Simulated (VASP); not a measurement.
# GaN: single point with r2SCAN

GaN:

```
CELL_PARAMETERS angstrom
0.00000 2.24086 2.24086
2.24086 0.00000 2.24086
2.24086 2.24086 0.00000
ATOMIC_POSITIONS crystal
Ga 0.00000 0.00000 0.00000
N 0.75000 0.75000 0.75000
```

This cell differs from its parent crystal: strained.

- Program: VASP 6.6.1
- Task: single point
- Functional: r2SCAN
- Potentials or basis: VASP PAW PBE potentials, release 64 (Ga_d, N_h)
- Cutoff: 1460 eV
- k mesh: 10 × 10 × 10
- Occupations: gaussian, width 0.02 eV
- Spin: no spin polarisation

```json
{
  "Pressure": "3.3 GPa",
  "Band gap on the k mesh": "2.23 eV"
}
```

Levels at points of the mesh, in eV from the valence-band top:
```tsv
k point	band 7	band 8	band 9	band 10	band 11	band 12
(0.00, 0.00, 0.00)	0.00	0.00	0.00	2.23	11.12	11.12
(0.50, 0.00, 0.00)	-7.27	-1.02	-1.02	5.28	9.53	11.09
(0.50, 0.50, 0.00)	-6.29	-2.84	-2.84	3.78	7.35	12.71
```

It took 4.8 min on 1 thread of AMD EPYC 7R13 Processor (Zen 3), on a shared host, peak memory 0.28 GiB.

Caveat: the cell differs from its parent crystal (strained); the cell stands under pressure; the PAW data sets were made with another functional, which shifts forces and pressure a little.
